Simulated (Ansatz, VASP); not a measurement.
## Ir: VASP beside Ansatz

File INCAR:

```
SYSTEM = Ir
ALGO = Normal
EDIFF = 1E-6
ENCUT = 520
ISIF = 2
ISMEAR = -1
LASPH = .TRUE.
LCHARG = .FALSE.
LREAL = .FALSE.
LWAVE = .FALSE.
NBANDS = 10
NELM = 80
PREC = Accurate
SIGMA = 0.1
```

Contents of KPOINTS:

```
k-points
0
G
  14 14 14
  0 0 0
```

POSCAR

```
Ir
1.0
    2.4938766457      0.0000000000      0.0000000000
    0.0000000000      2.4938766457      0.0000000000
    0.0000000000      0.0000000000      2.4938766457
Ir
1
Direct
    0.0000000000      0.0000000000      0.0000000000
```

Input for Ansatz:

```yaml
crystal:
  lattice:
    - [2.4938766457, 0.0, 0.0]
    - [0.0, 2.4938766457, 0.0]
    - [0.0, 0.0, 2.4938766457]
  atoms:
    - { symbol: Ir, position: [0.0, 0.0, 0.0] }
hamiltonian:
  xc: lda
  pseudopotentials:
    kind: paw
    azcp:
      Ir: "pseudopotentials/Ir.paw.azcp"
basis:
  ecutwfc: 420
  fft_grid_basis: typed
kpoints:
  mp_grid: { grid: [14, 14, 14], shift: [0, 0, 0] }
magnetization:
  spin_polarized: false
scf:
  occupations: { method: fermi_dirac, width: 0.1 }
  lower_state_search: "off"
output:
  stress: true
  write_density: true
  write_potential: true
  elf: true
  volumetric_format: npy
```

Alike in both runs: task single point; functional LDA; k mesh 14 × 14 × 14; occupations fermi-dirac, width 0.1 eV; no spin polarisation.

```csv
,VASP,Ansatz
version,VASP 6.6.1,Ansatz 0.2.0
potentials or method,"VASP PAW LDA potentials, release 64 (Ir), cutoff 520 eV","plane waves (420 eV) with PAW, scalar-relativistic"
valence electrons in the cell,9,17
```

|  | VASP | Ansatz | Ansatz less VASP |
| --- | --- | --- | --- |
| pressure (GPa) | 14.2 | 12.5 | -1.71 |

Ansatz warns that its potentials were made for another functional, while VASP's fit it. LDA's correlation is that of Perdew and Zunger in VASP and of Perdew and Wang (1992) in Ansatz. VASP's potentials hold 9 valence electrons a cell and Ansatz's 17, so a difference there can come from the potentials and not from the codes.

Spin-orbit coupling is off throughout.
